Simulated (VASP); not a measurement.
# TaN (Fm-3m) in VASP: notebook

TaN is run at these levels: PBE, PBE-based global hybrid with 15 % exact exchange, PBE-based global hybrid with 25 % exact exchange; tasks: single point.

Program: VASP 6.6.1. These are calculated values, not measurements. Logs are shortened: lines on timing, memory, paths and dates and some standing lists are left out, and cuts for length are marked.

## (1) The cell of the first run

Symmetry: Fm-3m, No. 225, cubic system. Conventional cell: a = 4.358 Å, b = 4.358 Å, c = 4.358 Å, α = 90.00°, β = 90.00°, γ = 90.00°. Within 2.9 Å of Ta (site symmetry m-3m) lie 6 N at 2.18 Å. N (site symmetry m-3m) has 6 Ta at 2.18 Å within 2.9 Å.

## (2) Single point, PBE

Contents of INCAR:

```
ALGO     = Normal         # electronic algorithm
EDIFF    = 1E-6           # SCF threshold, eV
ENCUT    = 520            # plane-wave cutoff, eV
GGA      = PE             # functional
ISIF     = 2              # what is computed and relaxed
ISMEAR   = -1             # smearing method
LASPH    = T              # aspherical terms in the spheres
LCHARG   = T              # write CHGCAR
LELF     = T              # ELF
LREAL    = F              # projectors in reciprocal space
LVHAR    = T            
LWAVE    = F              # write WAVECAR
NBANDS   = 15             # bands
NELM     = 80             # most SCF steps
PREC     = Accurate       # precision mode
SIGMA    = 0.05           # smearing width, eV
```

Contents of KPOINTS:

```
k-points
0
Gamma
  6 6 6
```

Contents of POSCAR:

```
TaN
1.0
    0.0000000000      2.1790013100      2.1790013100
    2.1790013100      0.0000000000      2.1790013100
    2.1790013100      2.1790013100      0.0000000000
Ta N
1 1
Direct
    0.5000000000      0.5000000000      0.5000000000
    0.0000000000      0.0000000000      0.0000000000
```

Potentials or basis: VASP PAW PBE potentials, release 64 (Ta_pv, N).

The run is started by

```
$ cat potpaw_PBE.64/Ta_pv/POTCAR potpaw_PBE.64/N/POTCAR > POTCAR
$ mpirun -np 1 vasp_std > vasp.out
```

OUTCAR:

```text
EDIFF = 1E-6
   ENCUT = 520
   GGA = PE
   ISIF = 2
   ISMEAR = -1
   LASPH = T
   LREAL = F
   NELM = 80
   PREC = Accurate

 ion  position               nearest neighbor table
   1  0.500  0.500  0.500-   2 2.18   2 2.18   2 2.18   2 2.18   2 2.18   2 2.18
   2  0.000  0.000  0.000-   1 2.18   1 2.18   1 2.18   1 2.18   1 2.18   1 2.18

  LATTYP: Found a face centered cubic cell.
 ALAT       =     4.3580026200

  Lattice vectors:

 A1 = (   0.0000000000,   2.1790013100,   2.1790013100)
 A2 = (   2.1790013100,   0.0000000000,   2.1790013100)
 A3 = (   2.1790013100,   2.1790013100,   0.0000000000)

Analysis of symmetry for initial positions (statically):
=====================================================================
 Subroutine PRICEL returns:
 Original cell was already a primitive cell.

 Routine SETGRP: Setting up the symmetry group for a
 face centered cubic supercell.

 Subroutine GETGRP returns: Found 48 space group operations
 (whereof 48 operations were pure point group operations)
 out of a pool of 48 trial point group operations.

The static configuration has the point symmetry O_h .

Analysis of symmetry for dynamics (positions and initial velocities):
=====================================================================
 Subroutine PRICEL returns:
 Original cell was already a primitive cell.

 Routine SETGRP: Setting up the symmetry group for a
 face centered cubic supercell.

 Subroutine GETGRP returns: Found 48 space group operations
 (whereof 48 operations were pure point group operations)
 out of a pool of 48 trial point group operations.

The dynamic configuration has the point symmetry O_h .

 Subroutine INISYM returns: Found 48 space group operations
 (whereof 48 operations are pure point group operations),
 and found     1 'primitive' translations

----------------------------------------------------------------------------------------

                                     Primitive cell

  volume of cell :      20.6920

  direct lattice vectors                    reciprocal lattice vectors
     0.000000000  2.179001310  2.179001310    -0.229462918  0.229462918  0.229462918
     2.179001310  0.000000000  2.179001310     0.229462918 -0.229462918  0.229462918
     2.179001310  2.179001310  0.000000000     0.229462918  0.229462918 -0.229462918

  length of vectors
     3.081573205  3.081573205  3.081573205     0.397441433  0.397441433  0.397441433

  position of ions in fractional coordinates (direct lattice)
[... 79 lines left out ...]
   TEBEG  =    0.0;   TEEND  =   0.0 temperature during run
   PSTRESS=    0.0 pullay stress
   NELECT =      16.0000    total number of electrons
   NUPDOWN=      -1.0000    fix difference up-down
   EMIN   =  10.00;   EMAX   =-10.00  energy-range for DOS
   EFERMI =   0.00;   METHOD = LEGACY
   ISMEAR =    -1;   SIGMA  =   0.05  broadening in eV -4-tet -1-fermi 0-gaus
   EFERMI_NEDOS =   21; number of points for ismear=-14 and -15
   IALGO  =     38    algorithm
   IMIX   =      4    mixing-type and parameters
     AMIX     =   0.40;   BMIX     =  1.00
     AMIX_MAG =   1.60;   BMIX_MAG =  1.00
  volume/ion in A,a.u.               =      10.35        69.82
  Fermi-wavevector in a.u.,A,eV,Ry     =   1.502614  2.839528 30.719885  2.257848
  Thomas-Fermi vector in A             =   2.613831
   LORBIT       =      0    0 simple, 1 ext, 2 COOP (PROOUT), +10 PAW based schemes
   GGA     = PE    functional components
   LHFCALC =     F    Hartree Fock is set to
   AEXX    =    0.0000 exact exchange contribution
   IVDW    =     0    specifies the selected vdW correction
   LEPSILON=     F    determine dielectric tensor
   LRPA    =     F    only Hartree local field effects (RPA)
 non-spin polarized calculation
  energy-cutoff  :      520.00
  volume of cell :       20.69
 maximum number of plane-waves:       568
   NGX = 11   NGY = 11   NGZ = 11

 number of electron      16.0000000 magnetization

 Free energy of the ion-electron system (eV)
  ---------------------------------------------------
  ext. energy  EPLUGINS =         0.00000000
  ---------------------------------------------------
  free energy    TOTEN  =       -21.72553738 eV

  energy without entropy =      -21.71305400  energy(sigma->0) =      -21.71929569

 E-fermi :   9.8978     XC(G=0): -13.5897

 val. band max:        9.7804963664   @ k =  -0.3333   0.3333   0.1667
 cond. band min:       9.9243805531   @ k =   0.0000   0.0000   0.0000
 fundamental gap:      0.1438841866
 Fermi energy:         9.8978015453

 k-point     1 :       0.0000    0.0000    0.0000
  band No.  band energies     occupation
      1     -25.8762      2.00000
      2     -25.8762      2.00000
      3     -25.8762      2.00000
      4      -9.2212      2.00000
      5       5.9678      2.00000
      6       5.9678      2.00000
      7       5.9678      2.00000
      8       7.6722      2.00000
      9       7.6722      2.00000
     10       7.6722      2.00000
     11       9.9244      0.74030
     12       9.9244      0.74029
     13      11.6214      0.00000
     14      19.2692      0.00000
[... 257 lines left out ...]
      2     -26.3130      2.00000
      3     -26.2107      2.00000
      4      -7.4372      2.00000
      5       2.8595      2.00000
      6       3.0011      2.00000
      7       3.1601      2.00000
      8       7.7671      2.00000
      9      11.5429      0.00000
     10      13.5641      0.00000
     11      13.6491      0.00000
     12      14.9299      0.00000
     13      18.8552      0.00000
     14      20.5350      0.00000
     15      22.2820      0.00000

------------------------ aborting loop because EDIFF is reached ----------------------------------------

  FORCE on cell =-STRESS in cart. coord.  units (eV):
  Direction    XX          YY          ZZ          XY          YZ          ZX
  --------------------------------------------------------------------------------------
  -------------------------------------------------------------------------------------
  Total        2.0784851      2.0784851      2.0784851      0.0000000      0.0000000      0.0000000
  in kB      160.9366743    160.9366743    160.9366743      0.0000000      0.0000000      0.0000000
  external PRESSURE =     160.9366743 kB  Pullay stress =       0.0000000 kB

 VOLUME and BASIS-vectors are now :
 -----------------------------------------------------------------------------
  energy-cutoff  :      520.00
  volume of cell :       20.69
      direct lattice vectors                 reciprocal lattice vectors
     0.000000000  2.179001310  2.179001310    -0.229462918  0.229462918  0.229462918
     2.179001310  0.000000000  2.179001310     0.229462918 -0.229462918  0.229462918
     2.179001310  2.179001310  0.000000000     0.229462918  0.229462918 -0.229462918

 POSITION                                       TOTAL-FORCE (eV/Angst)
 -----------------------------------------------------------------------------------
      2.17900      2.17900      2.17900         0.000000      0.000000      0.000000
      0.00000      0.00000      0.00000        -0.000000     -0.000000     -0.000000
 -----------------------------------------------------------------------------------
    total drift:                                0.000000     -0.000000     -0.000000

  FREE ENERGIE OF THE ION-ELECTRON SYSTEM (eV)
  ---------------------------------------------------
  free  energy   TOTEN  =       -21.7255373810 eV

  energy  without entropy=      -21.7130540003  energy(sigma->0) =      -21.71929569
```

OSZICAR:

```text
N       E                     dE             d eps       ncg     rms          rms(c)
DAV:   1     0.856271421313E+02    0.85627E+02   -0.86483E+03   480   0.113E+03
DAV:   2    -0.220293022732E+02   -0.10766E+03   -0.10081E+03   620   0.294E+02
DAV:   3    -0.247176722908E+02   -0.26884E+01   -0.26343E+01   501   0.437E+01
DAV:   4    -0.247271570692E+02   -0.94848E-02   -0.94808E-02   648   0.283E+00
DAV:   5    -0.247272103442E+02   -0.53275E-04   -0.53275E-04   508   0.196E-01    0.255E+01
DAV:   6    -0.217947781853E+02    0.29324E+01   -0.57744E+00   578   0.261E+01    0.107E+01
DAV:   7    -0.217581631474E+02    0.36615E-01   -0.55259E-01   508   0.584E+00    0.723E+00
DAV:   8    -0.217333936689E+02    0.24769E-01   -0.13192E-01   564   0.307E+00    0.180E+00
DAV:   9    -0.217256321318E+02    0.77615E-02   -0.22186E-02   550   0.122E+00    0.362E-01
DAV:  10    -0.217255775093E+02    0.54622E-04   -0.19329E-03   536   0.436E-01    0.422E-02
DAV:  11    -0.217255375330E+02    0.39976E-04   -0.86561E-05   515   0.114E-01    0.202E-02
DAV:  12    -0.217255373810E+02    0.15203E-06   -0.68673E-06   585   0.253E-02
   1 F= -.21725537E+02 E0= -.21719296E+02  d E =-.124834E-01
```

stdout:

```text
POSCAR found type information on POSCAR TaN
 POSCAR found :  2 types and       2 ions
 scaLAPACK will be used
 LDA part: xc-table for (Slater+PW92), standard interpolation
 POSCAR, INCAR and KPOINTS ok, starting setup
 FFT: planning ... GRIDC
 FFT: planning ... GRID_SOFT
 FFT: planning ... GRID
 WAVECAR not read
 entering main loop
```

Run time: 7.6 s. Hardware: 1 thread of Intel Xeon Platinum 8259CL at 2.50GHz (Skylake/Cascade Lake), shared host; peak memory 0.14 GiB.

What came out:

```
Free energy            : -21.7255 eV
Pressure               : 16.1 GPa
Band gap on the k mesh : zero (bands 8 and 9 overlap by 4.17 eV)
```

Caveat: the k points lie up to 0.42 Å⁻¹ apart, too coarse for converged energies and pressures of a metal; spin-orbit coupling is left out, which moves the levels of the heavy elements.

## (3) Single point, PBE-based global hybrid with 15 % exact exchange

POSCAR is that of step 2.

Contents of INCAR.step1:

```
SYSTEM = TaN
ALGO     = Normal         ! electronic algorithm
EDIFF    = 1E-5           ! SCF threshold, eV
ENCUT    = 520            ! plane-wave cutoff, eV
GGA      = PE             ! functional
ISIF     = 2              ! what is computed and relaxed
ISMEAR   = -1             ! smearing method
LASPH    = .True.         ! aspherical terms in the spheres
LCHARG   = .False.        ! write CHGCAR
LREAL    = .False.        ! projectors in reciprocal space
LWAVE    = .True.         ! write WAVECAR
NBANDS   = 15             ! bands
NELM     = 80             ! most SCF steps
PREC     = Accurate       ! precision mode
SIGMA    = 0.05           ! smearing width, eV
```

Contents of INCAR.step2:

```
SYSTEM = TaN
AEXX     = 0.15           ! exact-exchange fraction
ALGO     = Normal         ! electronic algorithm
EDIFF    = 1E-6           ! SCF threshold, eV
ENCUT    = 520            ! plane-wave cutoff, eV
GGA      = PE             ! functional
ISIF     = 2              ! what is computed and relaxed
ISMEAR   = -1             ! smearing method
ISTART   = 1            
LASPH    = .True.         ! aspherical terms in the spheres
LCHARG   = .False.        ! write CHGCAR
LHFCALC  = .True.         ! exact exchange
LREAL    = .False.        ! projectors in reciprocal space
LWAVE    = .False.        ! write WAVECAR
NBANDS   = 15             ! bands
NELM     = 80             ! most SCF steps
PREC     = Accurate       ! precision mode
PRECFOCK = Normal       
SIGMA    = 0.05           ! smearing width, eV
```

Contents of KPOINTS:

```
k-points
0
Gamma
  6 6 6
  0 0 0
```

Potentials or basis: VASP PAW PBE potentials, release 64 (Ta_pv, N).

The run is started by

```
$ cat potpaw_PBE.64/Ta_pv/POTCAR potpaw_PBE.64/N/POTCAR > POTCAR
$ cp INCAR.step1 INCAR
$ mpirun -np 1 vasp_std > vasp.out
$ cp INCAR.step2 INCAR
$ mpirun -np 1 vasp_std > vasp.out
```

Run time: 32 min. Hardware: 1 thread of Intel Xeon Platinum 8259CL at 2.50GHz (Skylake/Cascade Lake), shared host; peak memory 0.16 GiB.

Results (log left out):

| Quantity | Value |
| --- | --- |
| Free energy | -25.0072 eV |
| Pressure | 10.0 GPa |
| Band gap on the k mesh | zero (bands 8 and 9 overlap by 5.02 eV) |

Levels at points of the mesh, in eV from the Fermi level:
```
           k point  band 4  band 5  band 6  band 7  band 8  band 9  band 10  band 11  band 12  band 13
(0.00, 0.00, 0.00)  -20.85   -4.66   -4.66   -4.66   -2.68   -2.68    -2.68     0.41     0.41     2.24
(0.50, 0.00, 0.00)  -17.49  -11.81   -8.80   -8.80    2.34    2.34     2.45     4.21     8.63     8.63
(0.50, 0.50, 0.00)  -19.53   -7.71   -6.50   -5.57   -5.57    2.66     4.19     4.19     5.46     7.76
```

Caveat: the k points lie up to 0.42 Å⁻¹ apart, too coarse for converged energies and pressures of a metal; the PAW data sets were made with another functional, which shifts forces and pressure a little; spin-orbit coupling is left out, which moves the levels of the heavy elements.

## (4) Single point, PBE-based global hybrid with 25 % exact exchange

POSCAR is that of step 3.

Contents of INCAR.step1:

```
ALGO = Normal ; EDIFF = 1E-5
ENCUT = 520 ; GGA = PE
ISIF = 2 ; ISMEAR = -1
LASPH = True ; LCHARG = False
LREAL = False ; LWAVE = True
NBANDS = 15 ; NELM = 80
PREC = Accurate ; SIGMA = 0.05
```

Contents of INCAR.step2:

```
AEXX = 0.25 ; ALGO = Normal
EDIFF = 1E-7 ; ENCUT = 520
GGA = PE ; ISIF = 2
ISMEAR = -1 ; ISTART = 1
LASPH = True ; LCHARG = False
LHFCALC = True ; LREAL = False
LWAVE = False ; NBANDS = 15
NELM = 80 ; PREC = Accurate
PRECFOCK = Normal ; SIGMA = 0.05
```

Contents of KPOINTS:

```
k-points
0
Gamma
  6 6 6
```

Potentials or basis: VASP PAW PBE potentials, release 64 (Ta_pv, N).

The run is started by

```
$ cat potpaw_PBE.64/Ta_pv/POTCAR potpaw_PBE.64/N/POTCAR > POTCAR
$ cp INCAR.step1 INCAR
$ mpirun -np 1 vasp_std > vasp.out
$ cp INCAR.step2 INCAR
$ mpirun -np 1 vasp_std > vasp.out
```

OUTCAR:

```text
AEXX = 0.25
   EDIFF = 1E-7
   ENCUT = 520
   GGA = PE
   ISIF = 2
   ISMEAR = -1
   ISTART = 1
   LASPH = True
   LHFCALC = True
   LREAL = False
   NELM = 80
   PREC = Accurate
   PRECFOCK = Normal

 ion  position               nearest neighbor table
   1  0.500  0.500  0.500-   2 2.18   2 2.18   2 2.18   2 2.18   2 2.18   2 2.18
   2  0.000  0.000  0.000-   1 2.18   1 2.18   1 2.18   1 2.18   1 2.18   1 2.18

  LATTYP: Found a face centered cubic cell.
 ALAT       =     4.3580026200

  Lattice vectors:

 A1 = (   0.0000000000,   2.1790013100,   2.1790013100)
 A2 = (   2.1790013100,   0.0000000000,   2.1790013100)
 A3 = (   2.1790013100,   2.1790013100,   0.0000000000)

Analysis of symmetry for initial positions (statically):
=====================================================================
 Subroutine PRICEL returns:
 Original cell was already a primitive cell.

 Routine SETGRP: Setting up the symmetry group for a
 face centered cubic supercell.

 Subroutine GETGRP returns: Found 48 space group operations
 (whereof 48 operations were pure point group operations)
 out of a pool of 48 trial point group operations.

The static configuration has the point symmetry O_h .

[... 174 lines left out ...]
      8       7.0331      2.00000
      9       7.0331      2.00000
     10       7.0331      2.00000
     11      10.6951      0.00000
     12      10.6951      0.00000
     13      12.6022      0.00000
     14      20.1422      0.00000
[... 257 lines left out ...]
      2     -29.4114      2.00000
      3     -29.2883      2.00000
      4     -10.0704      2.00000
      5       1.3885      2.00000
      6       1.4778      2.00000
      7       1.7065      2.00000
      8       7.0603      2.00000
      9      12.2154      0.00000
     10      14.5794      0.00000
     11      14.7455      0.00000
     12      16.1377      0.00000
     13      20.3022      0.00000
     14      21.9553      0.00000
     15      24.5165      0.00000

------------------------ aborting loop because EDIFF is reached ----------------------------------------

  FORCE on cell =-STRESS in cart. coord.  units (eV):
  Direction    XX          YY          ZZ          XY          YZ          ZX
  --------------------------------------------------------------------------------------
  -------------------------------------------------------------------------------------
  Total        0.7938307      0.7938307      0.7938307      0.0000000      0.0000000      0.0000000
  in kB       61.4661457     61.4661457     61.4661457      0.0000000      0.0000000      0.0000000
  external PRESSURE =      61.4661457 kB  Pullay stress =       0.0000000 kB

 VOLUME and BASIS-vectors are now :
 -----------------------------------------------------------------------------
  energy-cutoff  :      520.00
  volume of cell :       20.69
      direct lattice vectors                 reciprocal lattice vectors
     0.000000000  2.179001310  2.179001310    -0.229462918  0.229462918  0.229462918
     2.179001310  0.000000000  2.179001310     0.229462918 -0.229462918  0.229462918
     2.179001310  2.179001310  0.000000000     0.229462918  0.229462918 -0.229462918

 POSITION                                       TOTAL-FORCE (eV/Angst)
 -----------------------------------------------------------------------------------
      2.17900      2.17900      2.17900        -0.000000     -0.000000      0.000000
      0.00000      0.00000      0.00000         0.000000      0.000000     -0.000000
 -----------------------------------------------------------------------------------
    total drift:                               -0.000000     -0.000001      0.000001

  FREE ENERGIE OF THE ION-ELECTRON SYSTEM (eV)
  ---------------------------------------------------
  free  energy   TOTEN  =       -27.2169693376 eV

  energy  without entropy=      -27.2148207335  energy(sigma->0) =      -27.21589504
```

OSZICAR.step1:

```text
N       E                     dE             d eps       ncg     rms          rms(c)
DAV:   1     0.856271421313E+02    0.85627E+02   -0.86483E+03   480   0.113E+03
DAV:   2    -0.220293022732E+02   -0.10766E+03   -0.10081E+03   620   0.294E+02
DAV:   3    -0.247176722908E+02   -0.26884E+01   -0.26343E+01   501   0.437E+01
DAV:   4    -0.247271570692E+02   -0.94848E-02   -0.94808E-02   648   0.283E+00
DAV:   5    -0.247272103442E+02   -0.53275E-04   -0.53275E-04   508   0.196E-01    0.255E+01
DAV:   6    -0.217947781853E+02    0.29324E+01   -0.57744E+00   578   0.261E+01    0.107E+01
DAV:   7    -0.217581631474E+02    0.36615E-01   -0.55259E-01   508   0.584E+00    0.723E+00
DAV:   8    -0.217333936689E+02    0.24769E-01   -0.13192E-01   564   0.307E+00    0.180E+00
DAV:   9    -0.217256321318E+02    0.77615E-02   -0.22186E-02   550   0.122E+00    0.362E-01
DAV:  10    -0.217255775093E+02    0.54622E-04   -0.19329E-03   536   0.436E-01    0.422E-02
DAV:  11    -0.217255375330E+02    0.39976E-04   -0.86561E-05   515   0.114E-01    0.202E-02
DAV:  12    -0.217255373518E+02    0.18123E-06   -0.65698E-06   345   0.253E-02
   1 F= -.21725537E+02 E0= -.21719296E+02  d E =-.124834E-01
```

Run time: 38 min. Hardware: 1 thread of Intel Xeon Platinum 8259CL at 2.50GHz (Skylake/Cascade Lake), shared host; peak memory 0.16 GiB.

Results:

| Property | Result |
| --- | --- |
| Free energy | -27.2170 eV |
| Pressure | 6.1 GPa |
| Band gap on the k mesh | zero (bands 8 and 9 overlap by 5.59 eV) |

Caveat: the k points lie up to 0.42 Å⁻¹ apart, too coarse for converged energies and pressures of a metal; the PAW data sets were made with another functional, which shifts forces and pressure a little; spin-orbit coupling is left out, which moves the levels of the heavy elements.

## (5) Overview

```tsv
level	grid for exact exchange (PRECFOCK)	share of exact exchange	gap on the mesh (eV)	pressure (GPa)
PBE	-	-	none	16.1
PBE-based global hybrid with 15 % exact exchange	Normal	0.15	none	10.0
PBE-based global hybrid with 25 % exact exchange	Normal	0.25	none	6.1
```

Alike in all rows: task single point; potentials or basis VASP PAW PBE potentials, release 64 (Ta_pv, N); no spin polarisation; cell as given; k mesh 6 × 6 × 6; cutoff (eV) 520; smearing fermi-dirac 0.05 eV.

Caveats: all runs use coarse meshes; spin-orbit coupling is left out, which moves the levels of the heavy elements; the PAW data sets were made with another functional, which shifts forces and pressure a little (at least some runs).

Absolute energies hang on the potentials; compare differences alone.

The gap in the log of VASP goes by the Fermi energy; the results here count the filled bands.